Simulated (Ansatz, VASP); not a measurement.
## One calculation of Si3Ge, two programs

```
CELL_PARAMETERS angstrom
0.00000 3.16849 3.16849
3.16849 0.00000 3.16849
3.16849 3.16849 0.00000
ATOMIC_POSITIONS crystal
Si 0.75000 0.75000 0.75000
Si 0.25000 0.25000 0.25000
Si 0.50000 0.50000 0.50000
Ge 0.00000 0.00000 0.00000
```

Change from the starting cell: species swapped into the Fe3Ni type (Fm-3m, No. 225).

Alike in both runs: functional PBE; k mesh 12 × 12 × 12; occupations gaussian, width 0.1 eV; no spin polarisation.

Ansatz relaxed the structure, and its values are those at the end. VASP's run is a single point on that final structure, the one shown.

|  | VASP | Ansatz |
| --- | --- | --- |
| version | VASP 6.6.1 | Ansatz 0.2.0 |
| potentials or method | VASP PAW PBE potentials, release 64 (Si, Ge_d), cutoff 520 eV | scalar-relativistic, plane waves, PAW |
| valence electrons in the cell | 26 | 26 |

```tsv
	VASP	Ansatz	Ansatz less VASP
gap on the k mesh at the Fermi level (eV)	none	none	-
pressure (GPa)	0.0	0.0	-0.01
```

A gap of «none» marks a metal or a gap that the smearing closes. The functional is the same, so the differences come from potentials, cutoffs and numerics.
